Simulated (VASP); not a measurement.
# Si3Se2 (R-3m) in VASP: single point with PBE

Aim: the single point of Si3Se2 with PBE.

Everything below comes from runs of VASP 6.6.1. Logs are shortened: lines on timing, memory, paths and dates and some standing lists are left out, and cuts for length are marked.

## 1. The cell of the first run

The structure is trigonal, space group R-3m (No. 166). The conventional cell has a = 3.509 Å, b = 3.509 Å, c = 28.809 Å, α = 90.00°, β = 90.00°, γ = 120.00°. Within 3.7 Å of Si (site symmetry -3m) lie 12 Si at 2.56 to 3.51 Å and 6 Se at 3.62 Å. Si (site symmetry 3m) has 3 Se at 2.48 Å and 3 Si at 2.56 Å within 3.3 Å. Se (site symmetry 3m) has 3 Si at 2.48 Å within 3.3 Å.

The cell was built from a structure type or drawn by symmetry, and may not be a known phase.

## 2. Single point, PBE

INCAR

```
  ALGO = Normal
  EDIFF = 1E-6
  ENCUT = 500
  GGA = PE
  GGA_COMPAT = F
  ISIF = 2
  ISMEAR = 0
  LASPH = T
  LCHARG = F
  LREAL = F
  LWAVE = F
  NBANDS = 20
  NELM = 120
  PREC = Accurate
  SIGMA = 0.1
```

KPOINTS

```
k-points
0
Gamma
  6 6 6
```

POSCAR

```
Si3Se2
1.0
    1.7545888494      1.0130123445      9.6028836977
   -1.7545888494      1.0130123445      9.6028836977
    0.0000000000     -2.0260246890      9.6028836977
Si Se
3 2
Direct
    0.5000000000      0.5000000000      0.5000000000
    0.8879091928      0.8879091928      0.8879091928
    0.1120908072      0.1120908072      0.1120908072
    0.2709807814      0.2709807814      0.2709807814
    0.7290192186      0.7290192186      0.7290192186
```

Potentials or basis: VASP PAW PBE potentials, release 64 (Si, Se).

Command:

```sh
$ cat potpaw_PBE.64/Si/POTCAR potpaw_PBE.64/Se/POTCAR > POTCAR
$ mpirun -np 1 vasp_std > vasp.out
```

OUTCAR:

```text
EDIFF = 1E-6
   ENCUT = 500
   GGA = PE
   ISIF = 2
   ISMEAR = 0
   LASPH = T
   LREAL = F
   NELM = 120
   PREC = Accurate

 ion  position               nearest neighbor table
   1  0.500  0.500  0.500-   3 2.56   2 2.56   3 2.56   3 2.56   2 2.56   2 2.56
   2  0.888  0.888  0.888-   4 2.48   4 2.48   4 2.48   1 2.56   1 2.56   1 2.56
   3  0.112  0.112  0.112-   5 2.48   5 2.48   5 2.48   1 2.56   1 2.56   1 2.56
   4  0.271  0.271  0.271-   2 2.48   2 2.48   2 2.48
   5  0.729  0.729  0.729-   3 2.48   3 2.48   3 2.48

  LATTYP: Found a trigonal (rhomboedric) cell.
 ALAT       =     9.8142830279
 COS(alpha) =     0.9360760550

  Lattice vectors:

 A1 = (   1.7545888494,   1.0130123445,   9.6028836977)
 A2 = (  -1.7545888494,   1.0130123445,   9.6028836977)
 A3 = (   0.0000000000,  -2.0260246890,   9.6028836977)

Analysis of symmetry for initial positions (statically):
=====================================================================
 Subroutine PRICEL returns:
 Original cell was already a primitive cell.

 Routine SETGRP: Setting up the symmetry group for a
 trigonal (rhombohedral) supercell.

 Subroutine GETGRP returns: Found 12 space group operations
 (whereof 12 operations were pure point group operations)
 out of a pool of 12 trial point group operations.

The static configuration has the point symmetry D_3d.

Analysis of symmetry for dynamics (positions and initial velocities):
=====================================================================
 Subroutine PRICEL returns:
 Original cell was already a primitive cell.

 Routine SETGRP: Setting up the symmetry group for a
 trigonal (rhombohedral) supercell.

 Subroutine GETGRP returns: Found 12 space group operations
 (whereof 12 operations were pure point group operations)
 out of a pool of 12 trial point group operations.

The dynamic configuration has the point symmetry D_3d.

 Subroutine INISYM returns: Found 12 space group operations
 (whereof 12 operations are pure point group operations),
 and found     1 'primitive' translations

----------------------------------------------------------------------------------------

                                     Primitive cell

  volume of cell :     102.4102

  direct lattice vectors                    reciprocal lattice vectors
     1.754588849  1.013012345  9.602883698     0.284967045  0.164525800  0.034711795
    -1.754588849  1.013012345  9.602883698    -0.284967045  0.164525800  0.034711795
     0.000000000 -2.026024689  9.602883698     0.000000000 -0.329051601  0.034711795

  length of vectors
     9.814283028  9.814283028  9.814283028     0.330877416  0.330877416  0.330877416

  position of ions in fractional coordinates (direct lattice)
     0.500000000  0.500000000  0.500000000
     0.887909193  0.887909193  0.887909193
     0.112090807  0.112090807  0.112090807
     0.270980781  0.270980781  0.270980781
     0.729019219  0.729019219  0.729019219

  ion indices of the primitive-cell ions
   primitive index   ion index
                 1           1
                 2           2
                 3           3
                 4           4
                 5           5

----------------------------------------------------------------------------------------

 KPOINTS: k-points

Automatic generation of k-mesh.
 Grid dimensions read from file:
 generate k-points for:    6    6    6

 Generating k-lattice:

  Cartesian coordinates                     Fractional coordinates (reciprocal lattice)
     0.047494508  0.027420967  0.005785299     0.166666667  0.000000000  0.000000000
    -0.047494508  0.027420967  0.005785299     0.000000000  0.166666667  0.000000000
     0.000000000 -0.054841933  0.005785299     0.000000000  0.000000000  0.166666667

  Length of vectors
     0.055146236  0.055146236  0.055146236

  Shift w.r.t. Gamma in fractional coordinates (k-lattice)
     0.000000000  0.000000000  0.000000000

 Subroutine IBZKPT returns following result:
 ===========================================

 Found     32 irreducible k-points:

 Following reciprocal coordinates:
            Coordinates               Weight
  0.000000  0.000000  0.000000      1.000000
  0.166667  0.000000 -0.000000      6.000000
  0.333333 -0.000000 -0.000000      6.000000
  0.500000 -0.000000 -0.000000      3.000000
  0.166667  0.166667 -0.000000      6.000000
  0.333333  0.166667 -0.000000     12.000000
[... 16 lines left out ...]
  0.500000  0.500000  0.166667      6.000000
 -0.333333  0.500000  0.166667     12.000000
 [... further k-points ...]
   k-points           NKPTS =     32   k-points in BZ     NKDIM =     32   number of bands    NBANDS=     20
   number of dos      NEDOS =    301   number of ions     NIONS =      5
   total plane-waves  NPLWV = 373248
   dimension x,y,z NGX =    72 NGY =   72 NGZ =   72
   dimension x,y,z NGXF=   144 NGYF=  144 NGZF=  144
   ions per type =               3   2
   NGX,Y,Z   is equivalent  to a cutoff of  12.20, 12.20, 12.20 a.u.
   NGXF,Y,Z  is equivalent  to a cutoff of  24.39, 24.39, 24.39 a.u.
 SYSTEM =  unknown system
   PREC   = accura    normal or accurate (medium, high low for compatibility)
   ISTART =      0    job   : 0-new  1-cont  2-samecut
   ICHARG =      2    charge: 1-file 2-atom 10-const
   ISPIN  =      1    spin polarized calculation?
   LNONCOLLINEAR =      F non collinear calculations
   LSORBIT =      F    spin-orbit coupling
   LASPH  =      T    aspherical Exc in radial PAW
   ENCUT  =  500.0 eV  36.75 Ry    6.06 a.u.  17.89 17.89 17.89*2*pi/ulx,y,z
   NELM   =    120;   NELMIN=  2; NELMDL= -5     # of ELM steps
   EDIFF  = 0.1E-05   stopping-criterion for ELM
   LREAL  =      F    real-space projection
   EDIFFG = 0.1E-04   stopping-criterion for IOM
   NSW    =      0    number of steps for IOM
   IBRION =     -1    ionic relax: 0-MD 1-quasi-New 2-CG
   NFREE  =      0    steps in history (QN), initial steepest desc. (CG)
   ISIF   =      2    stress and relaxation
   ISYM   =      2    0-nonsym 1-usesym 2-fastsym
   POTIM  = 0.5000    time-step for ionic-motion
   TEBEG  =    0.0;   TEEND  =   0.0 temperature during run
   PSTRESS=    0.0 pullay stress
   NELECT =      24.0000    total number of electrons
   NUPDOWN=      -1.0000    fix difference up-down
   EMIN   =  10.00;   EMAX   =-10.00  energy-range for DOS
   EFERMI =   0.00;   METHOD = LEGACY
   ISMEAR =     0;   SIGMA  =   0.10  broadening in eV -4-tet -1-fermi 0-gaus
   EFERMI_NEDOS =   21; number of points for ismear=-14 and -15
   IALGO  =     38    algorithm
   IMIX   =      4    mixing-type and parameters
     AMIX     =   0.40;   BMIX     =  1.00
     AMIX_MAG =   1.60;   BMIX_MAG =  1.00
  volume/ion in A,a.u.               =      20.48       138.22
  Fermi-wavevector in a.u.,A,eV,Ry     =   1.009325  1.907347 13.860750  1.018736
  Thomas-Fermi vector in A             =   2.142246
   LORBIT       =      0    0 simple, 1 ext, 2 COOP (PROOUT), +10 PAW based schemes
   GGA     = PE    functional components
   LHFCALC =     F    Hartree Fock is set to
   AEXX    =    0.0000 exact exchange contribution
   IVDW    =     0    specifies the selected vdW correction
   LEPSILON=     F    determine dielectric tensor
   LRPA    =     F    only Hartree local field effects (RPA)
 non-spin polarized calculation
 Gauss-broadening in eV      SIGMA  =   0.10
  energy-cutoff  :      500.00
  volume of cell :      102.41
 maximum number of plane-waves:      2626
   NGX = 35   NGY = 35   NGZ = 35

 number of electron      23.9999998 magnetization

 Free energy of the ion-electron system (eV)
  ---------------------------------------------------
  ext. energy  EPLUGINS =         0.00000000
  ---------------------------------------------------
  free energy    TOTEN  =       -23.34568760 eV

  energy without entropy =      -23.33022431  energy(sigma->0) =      -23.33795595

 E-fermi :   5.7755     XC(G=0):  -9.6446

 val. band max:        5.7744243801   @ k =   0.5000   0.5000   0.1667
 cond. band min:       5.7876318355   @ k =  -0.3333   0.3333   0.1667
 fundamental gap:      0.0132074554
 Fermi energy:         5.7754782091

 k-point     1 :       0.0000    0.0000    0.0000
  band No.  band energies     occupation
      1      -9.5385      2.00000
      2      -9.3001      2.00000
      3      -5.5621      2.00000
      4      -2.2051      2.00000
      5       0.7223      2.00000
      6       4.3193      2.00000
[... 12 lines left out ...]
     19      10.7954      0.00000
     20      10.7954      0.00000

 k-point     2 :       0.1667    0.0000   -0.0000
  band No.  band energies     occupation
      1      -9.2095      2.00000
      2      -8.9921      2.00000
      3      -5.2136      2.00000
      4      -2.0326      2.00000
      5       0.9261      2.00000
      6       2.2372      2.00000
[... 12 lines left out ...]
     19      11.2713      0.00000
     20      11.8212      0.00000

 k-point     3 :       0.3333   -0.0000   -0.0000
  band No.  band energies     occupation
      1      -8.3568      2.00000
      2      -8.2132      2.00000
      3      -4.3098      2.00000
      4      -2.2843      2.00000
      5      -0.5281      2.00000
      6       0.3279      2.00000
[... 12 lines left out ...]
     19      12.0901      0.00000
     20      12.4949      0.00000

 k-point     4 :       0.5000   -0.0000   -0.0000
  band No.  band energies     occupation
      1      -7.7076      2.00000
      2      -7.6943      2.00000
      3      -3.6706      2.00000
      4      -3.2126      2.00000
      5      -1.0675      2.00000
      6      -0.7259      2.00000
[... 429 lines left out ...]
 k-point    23 :       0.5000    0.5000    0.1667
  band No.  band energies     occupation
      1      -8.3192      2.00000
      2      -8.2544      2.00000
      3      -4.2957      2.00000
      4      -2.2551      2.00000
      5      -0.5403      2.00000
      6       0.0791      2.00000
[... 12 lines left out ...]
     19      12.0961      0.00000
     20      12.4371      0.00000

 k-point    24 :      -0.3333    0.5000    0.1667
  band No.  band energies     occupation
      1      -7.7530      2.00000
      2      -7.7236      2.00000
      3      -3.6572      2.00000
      4      -2.6943      2.00000
      5      -1.1098      2.00000
      6      -0.1857      2.00000
[... 12 lines left out ...]
     19      11.7686      0.00000
     20      12.7853      0.00000

 [... further k-points ...]

------------------------ aborting loop because EDIFF is reached ----------------------------------------

  FORCE on cell =-STRESS in cart. coord.  units (eV):
  Direction    XX          YY          ZZ          XY          YZ          ZX
  --------------------------------------------------------------------------------------
  -------------------------------------------------------------------------------------
  Total       -0.1735095     -0.1735095      0.3210976      0.0000000     -0.0000000      0.0000000
  in kB       -2.7145056     -2.7145056      5.0234792      0.0000000     -0.0000000      0.0000000
  external PRESSURE =      -0.1351774 kB  Pullay stress =       0.0000000 kB

 VOLUME and BASIS-vectors are now :
 -----------------------------------------------------------------------------
  energy-cutoff  :      500.00
  volume of cell :      102.41
      direct lattice vectors                 reciprocal lattice vectors
     1.754588849  1.013012345  9.602883698     0.284967045  0.164525800  0.034711795
    -1.754588849  1.013012345  9.602883698    -0.284967045  0.164525800  0.034711795
     0.000000000 -2.026024689  9.602883698     0.000000000 -0.329051601  0.034711795

 POSITION                                       TOTAL-FORCE (eV/Angst)
 -----------------------------------------------------------------------------------
      0.00000      0.00000     14.40433         0.000000      0.000000      0.000000
      0.00000      0.00000     25.57947         0.000000      0.000000      0.038642
      0.00000      0.00000      3.22918         0.000000      0.000000     -0.038642
      0.00000      0.00000      7.80659         0.000000     -0.000000      0.002395
      0.00000      0.00000     21.00206         0.000000      0.000000     -0.002395
 -----------------------------------------------------------------------------------
    total drift:                               -0.000000      0.000000     -0.000000

  FREE ENERGIE OF THE ION-ELECTRON SYSTEM (eV)
  ---------------------------------------------------
  free  energy   TOTEN  =       -23.3456875976 eV

  energy  without entropy=      -23.3302243108  energy(sigma->0) =      -23.33795595
```

Run time: 10 min. Hardware: 1 thread of Intel Xeon 8259CL, shared host; peak memory 0.7 GiB.

Results:

| Item | Value |
| --- | --- |
| Free energy | -23.3457 eV |
| Pressure | 0.0 GPa |
| Largest force | 0.039 eV/Å |
| Band gap on the k mesh | zero (bands 12 and 13 overlap by 1.22 eV) |

Forces on the atoms (eV/Å):
```
Si   0.000  0.000  0.000
Si   0.000  0.000  0.039
Si   0.000  0.000 -0.039
Se   0.000  0.000  0.002
Se   0.000  0.000 -0.002
```
